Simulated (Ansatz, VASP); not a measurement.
CdS in VASP and in Ansatz

```xyz
2
Lattice="0.0000 2.8784 2.8784 2.8784 0.0000 2.8784 2.8784 2.8784 0.0000" Properties=species:S:1:pos:R:3 pbc="T T T"
Cd    0.0000    0.0000    0.0000
S     1.4392    1.4392    1.4392
```

Alike in both runs: functional LDA; k mesh 11 × 11 × 11; occupations fermi-dirac, width 0.08 eV; no spin polarisation.

Ansatz relaxed the structure, and its values are those at the end. VASP's run is a single point on that final structure, the one shown.

|  | VASP | Ansatz |
| --- | --- | --- |
| version | VASP 6.6.1 | Ansatz 0.2.0 |
| potentials or method | VASP PAW LDA potentials, release 64 (Cd, S) | PAW with Ansatz's default frozen-core files, scalar-relativistic |
| plane-wave cutoff (eV) | 520 | 420 |
| valence electrons in the cell | 18 | 26 |

|  | VASP | Ansatz | Ansatz less VASP |
| --- | --- | --- | --- |
| pressure (GPa) | 0.5 | 0.0 | -0.55 |

LDA's correlation is that of Perdew and Zunger in VASP and of Perdew and Wang (1992) in Ansatz. VASP's potentials hold 18 valence electrons a cell and Ansatz's 26, so a difference there can come from the potentials and not from the codes.
